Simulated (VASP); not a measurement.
GeSb4Te4, 9 atoms in the cell. The typed cell holds 9 atoms: a = 4.330 Å, b = 4.330 Å, c = 17.825 Å, α = 83.02°, β = 83.02°, γ = 60.00°. 

```yaml
Program: VASP 6.6.1
Task: single point
Functional: PBE
Potentials_or_basis: VASP PAW PBE potentials, release 64 (Ge_d, Sb, Te)
Cutoff: 520 eV
k_mesh: 9 × 9 × 2
Occupations: gaussian, width 0.03 eV
Spin: no spin polarisation
Dipole_correction: no
Further_INCAR_settings: ALGO = Normal; EDIFF = 1e-06; NBANDS = 39
```

Potentials or basis: VASP PAW PBE potentials, release 64 (Ge_d, Sb, Te).

Run with:

```sh
$ cat potpaw_PBE.64/Ge_d/POTCAR potpaw_PBE.64/Sb/POTCAR potpaw_PBE.64/Te/POTCAR > POTCAR
$ mpirun -np 1 vasp_std > vasp.out
```

Hardware: 1 thread of Oxide Virtual Turin-like Processor (shared host).

**Question.** How long does it take, and how much memory?

**Answer.** Wall time 15 min on 1 thread of Oxide Virtual Turin-like Processor, with other jobs on the host, peak memory 0.68 GiB. Counts: scf iterations 17, k points 50.
